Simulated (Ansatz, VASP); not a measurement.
One calculation of SnO2, two programs

The input INCAR:

```
ALGO = Normal ; EDIFF = 1E-8
ENCUT = 520 ; GGA = PS
ISIF = 2 ; ISMEAR = -1
LASPH = T ; LCHARG = F
LEFG = T ; LREAL = F
LWAVE = F ; NBANDS = 35
NELM = 60 ; PREC = Accurate
SIGMA = 0.02
```

KPOINTS

```
k-points
0
Gamma
  7 7 9
```

POSCAR

```
SnO2
1.0
    4.7380000000      0.0000000000      0.0000000000
    0.0000000000      4.7380000000      0.0000000000
    0.0000000000      0.0000000000      3.1865000000
Sn O
2 4
Direct
    0.0000000000      0.0000000000      0.0000000000
    0.5000000000      0.5000000000      0.5000000000
    0.3053957314      0.3053957314      0.0000000000
    0.1946042686      0.8053957314      0.5000000000
    0.6946042686      0.6946042686      0.0000000000
    0.8053957314      0.1946042686      0.5000000000
```

Input for Ansatz:

```yaml
crystal:
  lattice:
    - [4.738, 0.0, 0.0]
    - [0.0, 4.738, 0.0]
    - [0.0, 0.0, 3.1865]
  atoms:
    - { symbol: Sn, position: [0.0, 0.0, 0.0] }
    - { symbol: Sn, position: [0.5, 0.5, 0.5] }
    - { symbol: O, position: [0.3053957314, 0.3053957314, 0.0] }
    - { symbol: O, position: [0.1946042686, 0.8053957314, 0.5] }
    - { symbol: O, position: [0.6946042686, 0.6946042686, 0.0] }
    - { symbol: O, position: [0.8053957314, 0.1946042686, 0.5] }
kpoints:
  mp_grid: { grid: [7, 7, 9] }
scf:
  occupations: { method: fermi_dirac, width: 0.02 }
hamiltonian:
  xc: pbesol
  pseudopotentials: { kind: paw }
output:
  forces: true
  stress: true
  populations: true
  efg:
    quadrupole_moments_barn: { Sn: -0.132, O: -0.02558 }
    contact_densities: true
```

Alike in both runs: task electric field gradients; functional PBEsol; k mesh 7 × 7 × 9; occupations fermi-dirac, width 0.02 eV; no spin polarisation.

```csv
,VASP,Ansatz
version,VASP 6.6.1,Ansatz 0.2.0
potentials or method,"VASP PAW PBE potentials, release 64 (Sn_d, O)","plane-wave PAW, scalar-relativistic"
plane-wave cutoff (eV),520,420
valence electrons in the cell,52,52
```

```tsv
	VASP	Ansatz	Ansatz less VASP
gap on the k mesh at the Fermi level (eV)	1.14	1.14	+0.004
pressure (GPa)	5.0	4.3	-0.69
traceless stress, the component that is largest in VASP (GPa)	1.07	0.86	-0.211
rms of the force components (eV/Å)	0.020	0.027	+0.0071
size of Vzz on the site where it differs most (V/Å²)	105.6	105.3	-0.29
```

VASP's potentials were made for PBE, not for PBEsol. Atom by atom the forces differ by 0.007 eV/Å (rms over components).
